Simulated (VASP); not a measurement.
# Be (P6_3/mmc) in VASP: a series of runs

The runs below take Be through relaxation of shape and atoms at fixed volume, with PBEsol.

All numbers are computed with VASP 6.6.1; they aren't measurements. Logs are shortened: lines on timing, memory, paths and dates and some standing lists are left out, and cuts for length are marked.

### Step 1. The cell of the first run

The structure is hexagonal, space group P6_3/mmc (No. 194). The conventional cell has a = 2.234 Å, b = 2.234 Å, c = 3.517 Å, α = 90.00°, β = 90.00°, γ = 120.00°. Within 2.9 Å of Be (site symmetry -6m2) lie 12 Be at 2.18 to 2.23 Å.

### Step 2. Relaxation of shape and atoms at fixed volume, PBEsol (7.60 Å³/atom)

INCAR reads:

```
  ALGO = Fast
  EDIFF = 1E-6
  EDIFFG = -0.01
  ENCUT = 600
  GGA = PS
  IBRION = 2
  ISIF = 4
  ISMEAR = 0
  LASPH = T
  LCHARG = F
  LREAL = F
  LWAVE = F
  NELM = 80
  NSW = 50
  PREC = Accurate
  SIGMA = 0.1
```

KPOINTS reads:

```
k-points
0
Gamma
  24 24 12
```

POSCAR reads:

```
Be
1.0
    2.2343827384      0.0000000000      0.0000000000
   -1.1171913692      1.9350322132      0.0000000000
    0.0000000000      0.0000000000      3.5172727497
Be
2
Direct
    0.3333333333      0.6666666667      0.2500000000
    0.6666666667      0.3333333333      0.7500000000
```

Potentials or basis: VASP PAW PBE potentials, release 64 (Be).

Run with:

```
cat potpaw_PBE.64/Be/POTCAR > POTCAR
mpirun -np 1 vasp_std > vasp.out
```

OUTCAR:

```text
EDIFF = 1E-6
   EDIFFG = -0.01
   ENCUT = 600
   GGA = PS
   IBRION = 2
   ISIF = 4
   ISMEAR = 0
   LASPH = T
   LREAL = F
   NELM = 80
   NSW = 50
   PREC = Accurate

 ion  position               nearest neighbor table
   1  0.333  0.667  0.250-   2 2.18   2 2.18   2 2.18   2 2.18   2 2.18   2 2.18
   2  0.667  0.333  0.750-   1 2.18   1 2.18   1 2.18   1 2.18   1 2.18   1 2.18

  LATTYP: Found a hexagonal cell.
 ALAT       =     2.2343827384
 C/A-ratio  =     1.5741585760

  Lattice vectors:

 A1 = (   2.2343827384,   0.0000000000,   0.0000000000)
 A2 = (  -1.1171913692,   1.9350322132,   0.0000000000)
 A3 = (   0.0000000000,   0.0000000000,   3.5172727497)

Analysis of symmetry for initial positions (statically):
=====================================================================
 Subroutine PRICEL returns:
 Original cell was already a primitive cell.

 Routine SETGRP: Setting up the symmetry group for a
 hexagonal supercell.

 Subroutine GETGRP returns: Found 24 space group operations
 (whereof 12 operations were pure point group operations)
 out of a pool of 24 trial point group operations.

The static configuration has the point symmetry D_3d.
 The point group associated with its full space group is D_6h.

Analysis of symmetry for dynamics (positions and initial velocities):
=====================================================================
 Subroutine PRICEL returns:
 Original cell was already a primitive cell.

 Routine SETGRP: Setting up the symmetry group for a
 hexagonal supercell.

 Subroutine GETGRP returns: Found 24 space group operations
 (whereof 12 operations were pure point group operations)
 out of a pool of 24 trial point group operations.

The dynamic configuration has the point symmetry D_3d.
 The point group associated with its full space group is D_6h.

 Subroutine INISYM returns: Found 24 space group operations
 (whereof 12 operations are pure point group operations),
 and found     1 'primitive' translations

----------------------------------------------------------------------------------------

                                     Primitive cell

  volume of cell :      15.2073

  direct lattice vectors                    reciprocal lattice vectors
     2.234382738  0.000000000  0.000000000     0.447550898  0.258393631  0.000000000
    -1.117191369  1.935032213  0.000000000     0.000000000  0.516787262  0.000000000
     0.000000000  0.000000000  3.517272750     0.000000000  0.000000000  0.284311190

  length of vectors
     2.234382738  2.234382738  3.517272750     0.516787262  0.516787262  0.284311190

  position of ions in fractional coordinates (direct lattice)
     0.333333333  0.666666667  0.250000000
     0.666666667  0.333333333  0.750000000

  ion indices of the primitive-cell ions
   primitive index   ion index
                 1           1
                 2           2

----------------------------------------------------------------------------------------

 KPOINTS: k-points

Automatic generation of k-mesh.
 Grid dimensions read from file:
 generate k-points for:   24   24   12

 Generating k-lattice:

  Cartesian coordinates                     Fractional coordinates (reciprocal lattice)
     0.018647954  0.010766401  0.000000000     0.041666667  0.000000000  0.000000000
     0.000000000  0.021532803  0.000000000     0.000000000  0.041666667  0.000000000
     0.000000000  0.000000000  0.023692599     0.000000000  0.000000000  0.083333333

  Length of vectors
     0.021532803  0.021532803  0.023692599

  Shift w.r.t. Gamma in fractional coordinates (k-lattice)
[... 56 lines left out ...]
   IBRION =      2    ionic relax: 0-MD 1-quasi-New 2-CG
   NFREE  =      1    steps in history (QN), initial steepest desc. (CG)
   ISIF   =      4    stress and relaxation
   ISYM   =      2    0-nonsym 1-usesym 2-fastsym
   POTIM  = 0.5000    time-step for ionic-motion
   TEBEG  =    0.0;   TEEND  =   0.0 temperature during run
   PSTRESS=    0.0 pullay stress
   NELECT =       4.0000    total number of electrons
   NUPDOWN=      -1.0000    fix difference up-down
   EMIN   =  10.00;   EMAX   =-10.00  energy-range for DOS
   EFERMI =   0.00;   METHOD = LEGACY
   ISMEAR =     0;   SIGMA  =   0.10  broadening in eV -4-tet -1-fermi 0-gaus
   EFERMI_NEDOS =   21; number of points for ismear=-14 and -15
   IALGO  =     68    algorithm
   IMIX   =      4    mixing-type and parameters
     AMIX     =   0.40;   BMIX     =  1.00
     AMIX_MAG =   1.60;   BMIX_MAG =  1.00
  volume/ion in A,a.u.               =       7.60        51.31
  Fermi-wavevector in a.u.,A,eV,Ry     =   1.048924  1.982180 14.969709  1.100243
  Thomas-Fermi vector in A             =   2.183866
   LORBIT       =      0    0 simple, 1 ext, 2 COOP (PROOUT), +10 PAW based schemes
   GGA     = PS    functional components
   LHFCALC =     F    Hartree Fock is set to
   AEXX    =    0.0000 exact exchange contribution
   IVDW    =     0    specifies the selected vdW correction
   LEPSILON=     F    determine dielectric tensor
   LRPA    =     F    only Hartree local field effects (RPA)
 conjugate gradient relaxation of ions
 non-spin polarized calculation
 RMM-DIIS sequential band-by-band and
 Gauss-broadening in eV      SIGMA  =   0.10
  energy-cutoff  :      600.00
  volume of cell :       15.21
 maximum number of plane-waves:       537
 NGX is ok and might be reduce to    18
   NGX =  9   NGY =  9   NGZ = 15

--------------------------------------- Ionic step        1  -------------------------------------------

 number of electron       4.0000000 magnetization

 Free energy of the ion-electron system (eV)
  ---------------------------------------------------
  ext. energy  EPLUGINS =         0.00000000
  ---------------------------------------------------
  free energy    TOTEN  =        -7.98803619 eV

  energy without entropy =       -7.98699091  energy(sigma->0) =       -7.98751355

------------------------ aborting loop because EDIFF is reached ----------------------------------------

  FORCE on cell =-STRESS in cart. coord.  units (eV):
  Direction    XX          YY          ZZ          XY          YZ          ZX
  --------------------------------------------------------------------------------------
  -------------------------------------------------------------------------------------
  Total        0.3969181      0.3969181      0.4526356      0.0000000     -0.0000000      0.0000000
  in kB       41.8176507     41.8176507     47.6878223      0.0000000     -0.0000000      0.0000000
  external PRESSURE =      43.7743746 kB  Pullay stress =       0.0000000 kB

 VOLUME and BASIS-vectors are now :
 -----------------------------------------------------------------------------
  energy-cutoff  :      600.00
  volume of cell :       15.21
      direct lattice vectors                 reciprocal lattice vectors
     2.234382738  0.000000000  0.000000000     0.447550898  0.258393631  0.000000000
    -1.117191369  1.935032213  0.000000000     0.000000000  0.516787262  0.000000000
     0.000000000  0.000000000  3.517272750     0.000000000  0.000000000  0.284311190

 POSITION                                       TOTAL-FORCE (eV/Angst)
 -----------------------------------------------------------------------------------
     -0.00000      1.29002      0.87932         0.000000     -0.000000      0.000000
      1.11719      0.64501      2.63795        -0.000000      0.000000      0.000000
 -----------------------------------------------------------------------------------
    total drift:                                0.000000     -0.000000      0.000000

  FREE ENERGIE OF THE ION-ELECTRON SYSTEM (eV)
  ---------------------------------------------------
  free  energy   TOTEN  =        -7.9880361898 eV

  energy  without entropy=       -7.9869909132  energy(sigma->0) =       -7.98751355

--------------------------------------- Ionic step        2  -------------------------------------------

 number of electron       4.0000000 magnetization

 Free energy of the ion-electron system (eV)
  ---------------------------------------------------
  ext. energy  EPLUGINS =         0.00000000
  ---------------------------------------------------
  free energy    TOTEN  =        -7.98806474 eV

  energy without entropy =       -7.98700396  energy(sigma->0) =       -7.98753435

 E-fermi :   7.2919     XC(G=0): -10.7367

 val. band max:        7.2898399503   @ k =   0.2917   0.2917   0.0833
 cond. band min:       7.2958574743   @ k =   0.2917   0.2917   0.0000
 fundamental gap:      0.0060175240
 Fermi energy:         7.2919185217

 k-point     1 :       0.0000    0.0000    0.0000
  band No.  band energies     occupation
      1      -4.2195      2.00000
      2       2.7265      2.00000
      3       8.5823      0.00000
      4      23.8490      0.00000
      5      23.8490      0.00000
      6      26.7678      0.00000
[... 199 lines left out ...]
 k-point    24 :       0.4583    0.0417    0.0000
  band No.  band energies     occupation
      1       2.0625      2.00000
      2       4.3801      2.00000
      3      10.9149      0.00000
      4      14.2151      0.00000
      5      14.2863      0.00000
      6      15.9824      0.00000

 [... further k-points ...]

------------------------ aborting loop because EDIFF is reached ----------------------------------------

  FORCE on cell =-STRESS in cart. coord.  units (eV):
  Direction    XX          YY          ZZ          XY          YZ          ZX
  --------------------------------------------------------------------------------------
  -------------------------------------------------------------------------------------
  Total        0.4105756      0.4105756      0.4194423      0.0000000      0.0000000      0.0000000
  in kB       43.2565482     43.2565482     44.1907130      0.0000000      0.0000000      0.0000000
  external PRESSURE =      43.5679365 kB  Pullay stress =       0.0000000 kB

 VOLUME and BASIS-vectors are now :
 -----------------------------------------------------------------------------
  energy-cutoff  :      600.00
  volume of cell :       15.21
      direct lattice vectors                 reciprocal lattice vectors
     2.233382197  0.000000000  0.000000000     0.447751398  0.258509390  0.000000000
    -1.116691098  1.934165719  0.000000000     0.000000000  0.517018780  0.000000000
     0.000000000 -0.000000000  3.520424889     0.000000000 -0.000000000  0.284056621

 POSITION                                       TOTAL-FORCE (eV/Angst)
 -----------------------------------------------------------------------------------
     -0.00000      1.28944      0.88011        -0.000000     -0.000000      0.000000
      1.11669      0.64472      2.64032         0.000000      0.000000      0.000000
 -----------------------------------------------------------------------------------
    total drift:                                0.000000     -0.000000      0.000000

  FREE ENERGIE OF THE ION-ELECTRON SYSTEM (eV)
  ---------------------------------------------------
  free  energy   TOTEN  =        -7.9880647405 eV

  energy  without entropy=       -7.9870039561  energy(sigma->0) =       -7.98753435

 reached required accuracy - stopping structural energy minimisation
```

It took 15 s on 1 thread of Intel Xeon 6975P-C (Granite Rapids), shared host; peak memory 0.16 GiB.

Results:

* Free energy: -7.9881 eV
* Energy gained by relaxing: 0.0 meV/atom
* Ionic steps: 2
* Pressure after relaxing: 4.4 GPa
* Band gap on the k mesh: zero (bands 2 and 3 overlap by 2.12 eV)

Final structure:
```xyz
2
Lattice="2.2334 0.0000 0.0000 -1.1167 1.9342 0.0000 0.0000 0.0000 3.5204" Properties=species:S:1:pos:R:3 pbc="T T T"
Be    0.0000    1.2894    0.8801
Be    1.1167    0.6447    2.6403
```

Caveat: the PAW data sets were made with another functional, which shifts forces and pressure a little.

### Step 3. Relaxation of shape and atoms at fixed volume, PBEsol (8.07 Å³/atom)

This run uses another cell than the first one, of 8.07 Å³/atom.

INCAR reads:

```
ALGO = Normal
EDIFF = 1E-6
EDIFFG = -0.01
ENCUT = 600
GGA = PS
IBRION = 2
ISIF = 4
ISMEAR = 0
LASPH = True
LCHARG = False
LREAL = False
LWAVE = False
NELM = 80
NSW = 50
PREC = Accurate
SIGMA = 0.1
```

KPOINTS is that of step 2.

POSCAR reads:

```
Be
1.0
    2.2795339484      0.0000000000      0.0000000000
   -1.1397669742      1.9741343081      0.0000000000
    0.0000000000      0.0000000000      3.5883479141
Be
2
Direct
    0.3333333333      0.6666666667      0.2500000000
    0.6666666667      0.3333333333      0.7500000000
```

Potentials or basis: VASP PAW PBE potentials, release 64 (Be).

Run with:

```
cat potpaw_PBE.64/Be/POTCAR > POTCAR
mpirun -np 1 vasp_std > vasp.out
```

It took 15 s on 1 thread of Intel Xeon 6975P-C (Granite Rapids), shared host; peak memory 0.15 GiB.

Results (log left out):

```yaml
Free_energy: -7.9907 eV
Energy_gained_by_relaxing: 0.0 meV/atom
Ionic_steps: 2
Pressure_after_relaxing: -3.1 GPa
Band_gap_on_the_k_mesh: zero (bands 2 and 3 overlap by 2.06 eV)
```

Stress tensor (GPa, compression positive):
```
-3.11  0.00  0.00
 0.00 -3.11  0.00
 0.00  0.00 -3.22
```

Final structure:
```cif
data_structure
_symmetry_space_group_name_H-M 'P 1'
_symmetry_Int_Tables_number 1
_cell_length_a 2.2804
_cell_length_b 2.2804
_cell_length_c 3.5855
_cell_angle_alpha 90.000
_cell_angle_beta 90.000
_cell_angle_gamma 120.000
_cell_volume 16.15
loop_
_atom_site_label
_atom_site_type_symbol
_atom_site_fract_x
_atom_site_fract_y
_atom_site_fract_z
_atom_site_occupancy
Be1 Be 0.33333 0.66667 0.25000 1
Be2 Be 0.66667 0.33333 0.75000 1
```

Levels at points of the mesh, in eV from the Fermi level:
```
           k point  band 1  band 2  band 3  band 4  band 5
(0.00, 0.00, 0.00)  -11.18   -4.32    1.13   15.75   15.75
(0.50, 0.00, 0.00)   -4.91   -3.07    3.62    6.46    6.67
(0.00, 0.00, 0.50)   -9.04   -9.04   10.63   10.63   17.38
(0.50, 0.00, 0.50)   -3.54   -3.54    1.56    1.56   11.85
```

Caveat: the PAW data sets were made with another functional, which shifts forces and pressure a little.
